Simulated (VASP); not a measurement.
Input of a VASP 6.6.1 run:

The input POSCAR:

```
InSe
1.0
    4.0165588736     -0.0000000029      0.0000000000
   -2.0082794343      3.4784420218      0.0000000000
    0.0000000000      0.0000000000     16.9327905812
In Se
4 4
Direct
    0.3333333333      0.6666666667      0.3322710244
    0.6666666667      0.3333333333      0.8322710244
    0.6666666667      0.3333333333      0.6677289756
    0.3333333333      0.6666666667      0.1677289756
    0.3333333333      0.6666666667      0.5928014422
    0.6666666667      0.3333333333      0.0928014422
    0.6666666667      0.3333333333      0.4071985578
    0.3333333333      0.6666666667      0.9071985578
```

INCAR.step1

```
SYSTEM = InSe
PREC = Accurate
ENCUT = 520
ISMEAR = 0
SIGMA = 0.02
LREAL = .FALSE.
LASPH = .TRUE.
NELM = 80
NBANDS = 48
GGA = PE
ALGO = Normal
EDIFF = 1E-4
LWAVE = .TRUE.
LCHARG = .FALSE.
```

INCAR.step2

```
SYSTEM = InSe
PREC = Accurate
ENCUT = 520
EDIFF = 1E-7
ISMEAR = 0
SIGMA = 0.02
LREAL = .FALSE.
LASPH = .TRUE.
NELM = 80
ALGO = Normal
ISIF = 2
LWAVE = .FALSE.
LCHARG = .FALSE.
METAGGA = R2SCAN
LMIXTAU = .TRUE.
LUSE_VDW = .TRUE.
IVDW_NL = 2
BPARAM = 11.95
CPARAM = 0.0093
NBANDS = 48
ISTART = 1
```

Contents of KPOINTS:

```
Automatic mesh
0
G
  9 9 2
  0 0 0
```

Potentials or basis: VASP PAW PBE potentials, release 64 (In_d, Se).

Launch:

```bash
$ cat potpaw_PBE.64/In_d/POTCAR potpaw_PBE.64/Se/POTCAR > POTCAR
$ cp INCAR.step1 INCAR
$ mpirun -np 1 vasp_std > vasp.out
$ cp INCAR.step2 INCAR
$ mpirun -np 1 vasp_std > vasp.out
```

Problem. Predict the band gap on the k mesh.

Solution. 0.85 eV.

Problem. Estimate the pressure.

Solution. 0.2 GPa.

Problem. Predict the largest force.

Solution. 0.027 eV/Å.

Forces in eV/Å, atoms in the order of the input:
```
In   0.000  0.000 -0.016
In   0.000  0.000 -0.016
In   0.000  0.000  0.016
In   0.000  0.000  0.016
Se   0.000  0.000 -0.027
Se   0.000  0.000 -0.027
Se   0.000  0.000  0.027
Se   0.000  0.000  0.027
```

Caveat: the PAW data sets were made with another functional, which shifts forces and pressure a little; spin-orbit coupling is left out, which moves the levels of the heavy elements.
